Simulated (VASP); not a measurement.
# In (P6/mmm) in VASP: relaxation of cell and atoms with r2SCAN

Aim: the relaxation of cell and atoms of In with r2SCAN.

Everything below comes from runs of VASP 6.6.1. Logs are shortened: lines on timing, memory, paths and dates and some standing lists are left out, and cuts for length are marked.

## 1. The cell of the first run

It takes space group P6/mmm (No. 191, hexagonal). The conventional cell has a = 3.212 Å, b = 3.212 Å, c = 3.002 Å, α = 90.00°, β = 90.00°, γ = 120.00°. Within 4.0 Å of In (site symmetry 6/mmm) lie 8 In at 3.00 to 3.21 Å.

This isn't the form of In at room conditions, which is tetragonal.

## 2. Relaxation of cell and atoms, r2SCAN

Contents of POSCAR:

```
In
1.0
    3.2123895088      0.0000000000      0.0000000000
   -1.6061947544      2.7820109215      0.0000000000
    0.0000000000      0.0000000000      3.0015764473
In
1
Direct
    0.0000000000      0.0000000000      0.0000000000
```

Contents of INCAR.step1:

```
PREC = Accurate ; ENCUT = 550
ISMEAR = 0 ; SIGMA = 0.1
LREAL = F ; LASPH = T
NELM = 120 ; GGA = PE
ALGO = Normal ; EDIFF = 1E-5
LWAVE = T ; LCHARG = F
GGA_COMPAT = F ; IBRION = 2
ISIF = 3 ; EDIFFG = -0.005
NELMIN = 4 ; NSW = 100
```

Contents of INCAR.step2:

```
PREC = Accurate ; ENCUT = 550
EDIFF = 1E-7 ; ISMEAR = 0
SIGMA = 0.1 ; LREAL = F
LASPH = T ; NELM = 120
ALGO = Normal ; ISIF = 3
LWAVE = F ; LCHARG = F
METAGGA = R2SCAN ; LMIXTAU = T
IBRION = 2 ; NSW = 100
EDIFFG = -0.01 ; ISTART = 1
GGA_COMPAT = F ; NELMIN = 4
```

Contents of KPOINTS:

```
regular mesh
0
Gamma
  21 21 18
```

Potentials or basis: VASP PAW PBE potentials, release 64 (In_d).

Launch:

```console
$ cat potpaw_PBE.64/In_d/POTCAR > POTCAR
$ cp INCAR.step1 INCAR
$ mpirun -np 1 vasp_std > vasp.out
$ cp INCAR.step2 INCAR
$ mpirun -np 1 vasp_std > vasp.out
```

OUTCAR:

```text
PREC = Accurate
   ENCUT = 550
   EDIFF = 1E-7
   ISMEAR = 0
   LREAL = F
   LASPH = T
   NELM = 120
   ISIF = 3
   METAGGA = R2SCAN
   IBRION = 2
   NSW = 100
   EDIFFG = -0.01
   ISTART = 1
   NELMIN = 4

 ion  position               nearest neighbor table
   1  0.000  0.000  0.000-

  LATTYP: Found a hexagonal cell.
 ALAT       =     3.2123895088
 C/A-ratio  =     0.9343750000

  Lattice vectors:

 A1 = (   3.2123895088,   0.0000000000,   0.0000000000)
 A2 = (  -1.6061947544,   2.7820109215,   0.0000000000)
 A3 = (   0.0000000000,   0.0000000000,   3.0015764473)

Analysis of symmetry for initial positions (statically):
=====================================================================
 Subroutine PRICEL returns:
 Original cell was already a primitive cell.

 Routine SETGRP: Setting up the symmetry group for a
 hexagonal supercell.

 Subroutine GETGRP returns: Found 24 space group operations
 (whereof 24 operations were pure point group operations)
 out of a pool of 24 trial point group operations.

The static configuration has the point symmetry D_6h.

Analysis of symmetry for dynamics (positions and initial velocities):
=====================================================================
 Subroutine PRICEL returns:
 Original cell was already a primitive cell.

 Routine SETGRP: Setting up the symmetry group for a
 hexagonal supercell.

 Subroutine GETGRP returns: Found 24 space group operations
 (whereof 24 operations were pure point group operations)
 out of a pool of 24 trial point group operations.

The dynamic configuration has the point symmetry D_6h.

 Subroutine INISYM returns: Found 24 space group operations
 (whereof 24 operations are pure point group operations),
 and found     1 'primitive' translations

----------------------------------------------------------------------------------------

                                     Primitive cell

  volume of cell :      26.8248

  direct lattice vectors                    reciprocal lattice vectors
     3.212389509  0.000000000  0.000000000     0.311294753  0.179726110  0.000000000
    -1.606194754  2.782010921  0.000000000     0.000000000  0.359452219  0.000000000
     0.000000000  0.000000000  3.001576447     0.000000000  0.000000000  0.333158265

  length of vectors
     3.212389509  3.212389509  3.001576447     0.359452219  0.359452219  0.333158265

  position of ions in fractional coordinates (direct lattice)
     0.000000000  0.000000000  0.000000000

  ion indices of the primitive-cell ions
   primitive index   ion index
                 1           1

----------------------------------------------------------------------------------------

 KPOINTS: regular mesh

Automatic generation of k-mesh.
 Grid dimensions read from file:
 generate k-points for:   21   21   18

 Generating k-lattice:

  Cartesian coordinates                     Fractional coordinates (reciprocal lattice)
     0.014823560  0.008558386  0.000000000     0.047619048  0.000000000  0.000000000
     0.000000000  0.017116772  0.000000000     0.000000000  0.047619048  0.000000000
     0.000000000  0.000000000  0.018508792     0.000000000  0.000000000  0.055555556

  Length of vectors
     0.017116772  0.017116772  0.018508792

  Shift w.r.t. Gamma in fractional coordinates (k-lattice)
     0.000000000  0.000000000  0.000000000

 Subroutine IBZKPT returns following result:
 ===========================================

 Found    480 irreducible k-points:

 Following reciprocal coordinates:
            Coordinates               Weight
  0.000000  0.000000  0.000000      1.000000
  0.047619  0.000000  0.000000      6.000000
  0.095238 -0.000000  0.000000      6.000000
  0.142857  0.000000  0.000000      6.000000
  0.190476 -0.000000  0.000000      6.000000
  0.238095  0.000000  0.000000      6.000000
[... 16 lines left out ...]
  0.142857  0.095238  0.000000     12.000000
  0.190476  0.095238  0.000000     12.000000
 [... further k-points ...]
   k-points           NKPTS =    480   k-points in BZ     NKDIM =    480   number of bands    NBANDS=     10
   number of dos      NEDOS =    301   number of ions     NIONS =      1
   total plane-waves  NPLWV =  18816
   dimension x,y,z NGX =    28 NGY =   28 NGZ =   24
   dimension x,y,z NGXF=    56 NGYF=   56 NGZF=   48
   ions per type =               1
   NGX,Y,Z   is equivalent  to a cutoff of  14.49, 14.49, 13.29 a.u.
   NGXF,Y,Z  is equivalent  to a cutoff of  28.98, 28.98, 26.59 a.u.
 SYSTEM =  unknown system
   PREC   = accura    normal or accurate (medium, high low for compatibility)
   ISTART =      1    job   : 0-new  1-cont  2-samecut
   ICHARG =      0    charge: 1-file 2-atom 10-const
   ISPIN  =      1    spin polarized calculation?
   LNONCOLLINEAR =      F non collinear calculations
   LSORBIT =      F    spin-orbit coupling
   LASPH  =      T    aspherical Exc in radial PAW
   ENCUT  =  550.0 eV  40.42 Ry    6.36 a.u.   6.14  6.14  5.74*2*pi/ulx,y,z
   NELM   =    120;   NELMIN=  4; NELMDL=  0     # of ELM steps
   EDIFF  = 0.1E-06   stopping-criterion for ELM
   LREAL  =      F    real-space projection
   EDIFFG = -.1E-01   stopping-criterion for IOM
   NSW    =    100    number of steps for IOM
   IBRION =      2    ionic relax: 0-MD 1-quasi-New 2-CG
   NFREE  =      1    steps in history (QN), initial steepest desc. (CG)
   ISIF   =      3    stress and relaxation
   ISYM   =      2    0-nonsym 1-usesym 2-fastsym
   POTIM  = 0.5000    time-step for ionic-motion
   TEBEG  =    0.0;   TEEND  =   0.0 temperature during run
   PSTRESS=    0.0 pullay stress
   NELECT =      13.0000    total number of electrons
   NUPDOWN=      -1.0000    fix difference up-down
   EMIN   =  10.00;   EMAX   =-10.00  energy-range for DOS
   EFERMI =   0.00;   METHOD = LEGACY
   ISMEAR =     0;   SIGMA  =   0.10  broadening in eV -4-tet -1-fermi 0-gaus
   EFERMI_NEDOS =   21; number of points for ismear=-14 and -15
   IALGO  =     38    algorithm
   IMIX   =      4    mixing-type and parameters
     AMIX     =   0.40;   BMIX     =  1.00
     AMIX_MAG =   1.60;   BMIX_MAG =  1.00
  volume/ion in A,a.u.               =      26.82       181.02
  Fermi-wavevector in a.u.,A,eV,Ry     =   1.285910  2.430017 22.498100  1.653564
  Thomas-Fermi vector in A             =   2.418016
   LORBIT       =      0    0 simple, 1 ext, 2 COOP (PROOUT), +10 PAW based schemes
   METAGGA = R2SCAN    functional components
   LHFCALC =     F    Hartree Fock is set to
   AEXX    =    0.0000 exact exchange contribution
   IVDW    =     0    specifies the selected vdW correction
   LEPSILON=     F    determine dielectric tensor
   LRPA    =     F    only Hartree local field effects (RPA)
 conjugate gradient relaxation of ions
 non-spin polarized calculation
 Gauss-broadening in eV      SIGMA  =   0.10
  energy-cutoff  :      550.00
  volume of cell :       26.82
 maximum number of plane-waves:       810
 NGX is ok and might be reduce to    28
   NGX = 13   NGY = 13   NGZ = 11

--------------------------------------- Ionic step        1  -------------------------------------------

 number of electron      12.9999999 magnetization

 Free energy of the ion-electron system (eV)
  ---------------------------------------------------
  ext. energy  EPLUGINS =         0.00000000
  ---------------------------------------------------
  free energy    TOTEN  =       -22.55905416 eV

  energy without entropy =      -22.55591428  energy(sigma->0) =      -22.55748422

------------------------ aborting loop because EDIFF is reached ----------------------------------------

  FORCE on cell =-STRESS in cart. coord.  units (eV):
  Direction    XX          YY          ZZ          XY          YZ          ZX
  --------------------------------------------------------------------------------------
  -------------------------------------------------------------------------------------
  Total       -0.0150583     -0.0150583      0.2482822      0.0000000      0.0000000     -0.0000000
  in kB       -0.8993925     -0.8993925     14.8292709      0.0000000      0.0000000     -0.0000000
  external PRESSURE =       4.3434953 kB  Pullay stress =       0.0000000 kB
[... 125 lines left out ...]
  energy  without entropy=      -22.5575967899  energy(sigma->0) =      -22.55927024

--------------------------------------- Ionic step        5  -------------------------------------------

 number of electron      12.9999995 magnetization

 Free energy of the ion-electron system (eV)
  ---------------------------------------------------
  ext. energy  EPLUGINS =         0.00000000
  ---------------------------------------------------
  free energy    TOTEN  =       -22.56106856 eV

  energy without entropy =      -22.55775974  energy(sigma->0) =      -22.55941415

 E-fermi :   6.9694     XC(G=0): -10.7998

 val. band max:        6.9683434085   @ k =   0.3333   0.1429   0.2778
 cond. band min:       6.9807448216   @ k =   0.3333   0.3333   0.2778
 fundamental gap:      0.0124014131
 Fermi energy:         6.9694338262

 k-point     1 :       0.0000    0.0000    0.0000
  band No.  band energies     occupation
      1      -8.6118      2.00000
      2      -8.2337      2.00000
      3      -8.2336      2.00000
      4      -7.8521      2.00000
      5      -7.8521      2.00000
      6      -2.7973      2.00000
      7      14.3674      0.00000
      8      17.1975      0.00000
      9      17.1975      0.00000
     10      17.8652      0.00000
[... 287 lines left out ...]
 k-point    24 :       0.1905    0.0952    0.0000
  band No.  band energies     occupation
      1      -8.5158      2.00000
      2      -8.2782      2.00000
      3      -8.0346      2.00000
      4      -7.9468      2.00000
      5      -7.8786      2.00000
      6      -1.3755      2.00000
      7      10.4464      0.00000
      8      12.8043      0.00000
      9      15.9530      0.00000
     10      18.6754      0.00000

 [... further k-points ...]

------------------------ aborting loop because EDIFF is reached ----------------------------------------

  FORCE on cell =-STRESS in cart. coord.  units (eV):
  Direction    XX          YY          ZZ          XY          YZ          ZX
  --------------------------------------------------------------------------------------
  -------------------------------------------------------------------------------------
  Total       -0.0069596     -0.0069596      0.0025817      0.0000000     -0.0000000      0.0000000
  in kB       -0.4114912     -0.4114912      0.1526431      0.0000000     -0.0000000      0.0000000
  external PRESSURE =      -0.2234464 kB  Pullay stress =       0.0000000 kB
[... 16 lines left out ...]
  FREE ENERGIE OF THE ION-ELECTRON SYSTEM (eV)
  ---------------------------------------------------
  free  energy   TOTEN  =       -22.5610685552 eV

  energy  without entropy=      -22.5577597356  energy(sigma->0) =      -22.55941415

 reached required accuracy - stopping structural energy minimisation
```

Wall time 79 min (1 thread of Oxide Virtual Turin-like, shared host); peak memory 0.26 GiB.

What came out:

* Free energy: -22.5611 eV
* Relaxed volume: 27.10 Å³/atom
* Relaxed cell: a = 3.202 Å, b = 3.202 Å, c = 3.053 Å, α = 90.00°, β = 90.00°, γ = 120.00°
* Space group after relaxing (to 0.1 Å): P6/mmm (No. 191)
* Energy gained by relaxing: 2.0 meV/atom
* Ionic steps: 5
* Pressure after relaxing: 0.0 GPa
* Band gap on the k mesh: zero (an odd number of electrons rules out a gap without spin polarisation)

The path:
```
step  energy change (eV)  largest force (eV/Å)  pressure (GPa)  volume (Å³)
   1              0.0000                0.0000            0.43        26.82
   2             -0.0018                0.0000           -0.03        27.11
   3             -0.0019                0.0000           -0.23        27.24
   4             -0.0019                0.0000           -0.19        27.21
   5             -0.0020                0.0000           -0.02        27.10
```

Final structure:
```yaml
crystal:
  lattice:
    - [3.20153, 0.00000, 0.00000]
    - [-1.60076, 2.77260, 0.00000]
    - [0.00000, 0.00000, 3.05275]
  atoms:
    - { symbol: In, position: [0.00000, 0.00000, 0.00000] }
```

Levels at points of the mesh, in eV from the Fermi level:
| k point | band 3 | band 4 | band 5 | band 6 | band 7 | band 8 | band 9 | band 10 |
| --- | --- | --- | --- | --- | --- | --- | --- | --- |
| (0.00, 0.00, 0.00) | -15.20 | -14.82 | -14.82 | -9.77 | 7.40 | 10.23 | 10.23 | 10.90 |
| (0.00, 0.00, 0.50) | -15.07 | -15.03 | -15.03 | -5.97 | -3.77 | 14.01 | 14.01 | 14.82 |

Caveat: the PAW data sets were made with another functional, which shifts forces and pressure a little; spin-orbit coupling is left out, which moves the levels of the heavy elements.
